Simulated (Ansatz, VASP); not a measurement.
## Two plane-wave programs on Fe2Co3

```
Fe Co
1.0
     2.00669    1.15856    4.07546
    -2.00669    1.15856    4.07546
     0.00000   -2.31713    4.07546
Fe Co
2 3
Direct
  0.79961 0.79961 0.79961
  0.20039 0.20039 0.20039
  0.60102 0.60102 0.60102
  0.00000 0.00000 0.00000
  0.39898 0.39898 0.39898
```

Alike in both runs: task single point; functional PBE; k mesh 6 × 6 × 6; occupations gaussian, width 0.1 eV; collinear spin.

```csv
,VASP,Ansatz
version,VASP 6.6.1,Ansatz 0.2.0
potentials or method,"VASP PAW PBE potentials, release 64 (Fe, Co), cutoff 520 eV","scalar-relativistic, plane waves, PAW"
valence electrons in the cell,43,83
```

```tsv
	VASP	Ansatz	Ansatz less VASP
gap on the k mesh at the Fermi level (eV)	none	none	-
pressure (GPa)	-0.2	0.3	+0.45
traceless stress, the component that is largest in VASP (GPa)	0.12	0.19	+0.076
rms of the force components (eV/Å)	0.002	0.004	+0.0017
net moment per atom (μB)	2.11	2.12	+0.007
size of the moment on the site where the two differ most (μB)	1.82	1.89	+0.074
```

Site moments also hang on the region over which each program counts them. Atom by atom the forces differ by 0.003 eV/Å (rms over components). A gap of «none» marks a metal or a gap that the smearing closes. VASP's potentials hold 43 valence electrons a cell and Ansatz's 83, so a difference there can come from the potentials and not from the codes.
